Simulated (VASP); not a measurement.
I:

```
I
1.0
     0.00000    2.36560    3.90984
     2.19225    0.00000    3.90984
     2.19225    2.36560    0.00000
I
1
Cartesian
  0.0000 0.0000 0.0000
```

| Item | Value |
| --- | --- |
| Program | VASP 6.6.1 |
| Task | relaxation of cell and atoms |
| Functional | RPBE |
| Dispersion | D4 |
| Potentials or basis | VASP PAW PBE potentials, release 64 (I) |
| Cutoff | 600 eV |
| k mesh | 9 × 9 × 9 |
| Occupations | fermi-dirac, width 0.05 eV |
| Spin | no spin polarisation |

At the start: pressure -1.3 GPa; volume 40.55 Å³/atom.

Problem. Where does the relaxation end?

Solution. Over 23 steps the energy falls by 31.4 meV/atom and the volume is 35.14 Å³/atom (-13.4 %); space group Fmmm (No. 69, to 0.1 Å) before, I4/mmm (No. 139, to 0.1 Å).

The path:
```tsv
step	energy change (eV)	largest force (eV/Å)	pressure (GPa)	volume (Å³)
1	0.0000	0.0000	-1.26	40.55
2	-0.0096	0.0000	-0.22	38.71
3	-0.0101	0.0000	0.12	38.20
4	-0.0185	0.0000	0.13	37.29
5	-0.0281	0.0000	0.27	35.70
6	-0.0092	0.0000	1.39	32.51
7	-0.0291	0.0000	0.37	35.17
8	-0.0292	0.0000	0.45	35.01
9	-0.0295	0.0000	-0.33	35.68
10	-0.0298	0.0000	-0.02	35.39
11	-0.0298	0.0000	-0.04	35.40
12	-0.0300	0.0000	-0.04	35.40
13	-0.0305	0.0000	-0.04	35.39
14	-0.0310	0.0000	-0.04	35.37
15	-0.0314	0.0000	-0.07	35.29
16	-0.0314	0.0000	-0.07	35.30
17	-0.0312	0.0000	0.23	34.92
18	-0.0314	0.0000	-0.03	35.19
19	-0.0314	0.0000	0.07	35.12
20	-0.0314	0.0000	0.05	35.15
21	-0.0314	0.0000	0.02	35.18
22	-0.0314	0.0000	-0.02	35.06
23	-0.0314	0.0000	0.01	35.14
```

Final structure:
```
I
1.0
     0.00000    2.24932    3.46299
     2.25552    0.00000    3.46299
     2.25552    2.24932    0.00000
I
1
Direct
  0.00000 0.00000 0.00000
```

Caveat: the PAW data sets were made with another functional, which shifts forces and pressure a little; an odd number of electrons without spin polarisation forces a metal; a magnetic or distorted state may lie lower.
